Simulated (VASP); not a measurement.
The system is HgTe (Coloradoite).

```
Hg Te
1.0
     0.00000    3.14888    3.14888
     3.14888    0.00000    3.14888
     3.14888    3.14888    0.00000
Hg Te
1 1
Direct
  0.00000 0.00000 0.00000
  0.75000 0.75000 0.75000
```

Base run:

| Item | Value |
| --- | --- |
| Program | VASP 6.6.1 |
| Functional | BLYP |
| Potentials or basis | VASP PAW PBE potentials, release 64 (Hg, Te) |
| Cutoff | 520 eV |
| k mesh | 7 × 7 × 7 |
| Occupations | fermi-dirac, width 0.05 eV |
| Spin | no spin polarisation |

Its results: band gap on the k mesh zero (filled and empty bands touch); pressure 12.7 GPa.

Problem. The run is repeated on the same cell with these changes: functional from BLYP to revPBE. What comes out?

Solution. Band gap on the k mesh zero (filled and empty bands touch); pressure 10.0 GPa.

Caveats: the PAW data sets were made with another functional, which shifts forces and pressure a little; spin-orbit coupling is left out, which moves the levels of the heavy elements.
